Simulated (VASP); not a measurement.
CdTe (rocksalt type): single point with LDA

CdTe (rocksalt type):

```
Cd Te
1.0
     0.00000    2.55566    2.55566
     2.55566    0.00000    2.55566
     2.55566    2.55566    0.00000
Cd Te
1 1
Cartesian
  0.0000 0.0000 0.0000
  2.5557 2.5557 2.5557
```

- Program: VASP 6.6.1
- Task: single point
- Functional: LDA
- Potentials or basis: VASP PAW LDA potentials, release 64 (Cd, Te)
- Cutoff: 520 eV
- k mesh: 13 × 13 × 13
- Occupations: fermi-dirac, width 0.05 eV
- Spin: no spin polarisation

```
Pressure               : 85.5 GPa
Band gap on the k mesh : zero (bands 9 and 10 overlap by 2.08 eV)
```

Levels at points of the mesh, in eV from the Fermi level:
| k point | band 6 | band 7 | band 8 | band 9 | band 10 | band 11 | band 12 | band 13 |
| --- | --- | --- | --- | --- | --- | --- | --- | --- |
| (0.00, 0.00, 0.00) | -10.81 | -1.28 | -1.28 | -1.28 | 4.19 | 6.23 | 7.20 | 7.20 |

Run time: 42 s on 1 thread of Intel Xeon 8259CL, on a shared host, peak memory 0.17 GiB.

Caveat: the cell stands under pressure; spin-orbit coupling is left out, which moves the levels of the heavy elements.
